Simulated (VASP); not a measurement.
Set up this calculation in VASP 6.6.1, as the native input.

```
Task                   : single point
Functional             : PBE
Potentials or basis    : VASP PAW PBE potentials, release 64 (Br)
Cutoff                 : 520 eV
k mesh                 : 12 × 12 × 12
Occupations            : fermi-dirac, width 0.136057 eV
Spin                   : no spin polarisation
Dipole correction      : no
Further INCAR settings : ALGO = Normal; EDIFF = 1e-06; NBANDS = 10
```

The structure of Br lies in POSCAR:

```
Br
1.0
    0.0000000000      2.3788064538      2.3788064538
    2.3788064538      0.0000000000      2.3788064538
    2.3788064538      2.3788064538      0.0000000000
Br
1
Direct
    0.0000000000      0.0000000000      0.0000000000
```

These files were run (other wordings do the same):

INCAR

```
SYSTEM = Br
  PREC = Accurate
  ENCUT = 520
  EDIFF = 1E-6
  ISMEAR = -1
  SIGMA = 0.13605693000000002
  LREAL = .False.
  LASPH = .True.
  NELM = 80
  ALGO = Normal
  ISIF = 2
  LWAVE = .False.
  LCHARG = .True.
  GGA = PE
  LELF = .True.
  LVHAR = .True.
  NBANDS = 10
```

KPOINTS

```
regular mesh
0
Gamma
  12 12 12
  0 0 0
```

Potentials or basis: VASP PAW PBE potentials, release 64 (Br).

Command:

```bash
$ cat potpaw_PBE.64/Br/POTCAR > POTCAR
$ mpirun -np 1 vasp_std > vasp.out
```

It gave:

- Pressure: 0.0 GPa

Caveat: an odd number of electrons without spin polarisation forces a metal; a magnetic or distorted state may lie lower.

It used 29 s of CPU time on 1 thread of AMD EPYC 7R13 Processor (Zen 3), on a shared host.
